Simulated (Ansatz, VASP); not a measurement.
**One calculation of TiSi16, two programs**

```xyz
17
Lattice="0.0000 5.4300 5.4300 5.4300 0.0000 5.4300 5.4300 5.4300 0.0000" Properties=species:S:1:pos:R:3 pbc="T T T"
Si   -0.0080    0.0030   -0.0026
Si    1.3544    1.3316    1.3611
Si    2.7515    2.6892   -0.0353
Si    4.1098    4.0712    1.3805
Si    2.7185    0.0042    2.7244
Si    4.0731    1.3256    4.0738
Si    5.4086    2.6797    2.7375
Si    6.7635    4.0739    4.0366
Si   -0.0430    2.6925    2.7587
Si    1.3792    4.0658    4.1233
Si    2.7719    5.4665    2.7854
Si    4.0672    6.8271    4.0707
Si    2.7334    2.6704    5.4128
Si    4.0227    4.0688    6.7652
Si    5.3562    5.4713    5.3704
Si    6.7832    6.8006    6.7885
Ti    6.7815    4.0909    6.7907
```

Alike in both runs: functional PBE; dispersion D3(BJ); k mesh 2 × 2 × 2; occupations gaussian, width 0.02 eV; no spin polarisation.

Ansatz relaxed the structure, and its values are those at the end. VASP's run is a single point on that final structure, the one shown.

|  | VASP | Ansatz |
| --- | --- | --- |
| version | VASP 6.6.1 | Ansatz 0.2.0 |
| potentials or method | VASP PAW PBE potentials, release 64 (Si, Ti_sv), cutoff 520 eV | scalar-relativistic, plane waves, PAW |
| valence electrons in the cell | 76 | 76 |

```tsv
	VASP	Ansatz	Ansatz less VASP
rms of the force components (eV/Å)	0.004	0.003	-0.0003
```

The k mesh is coarse, so the values compare programs but aren't converged.
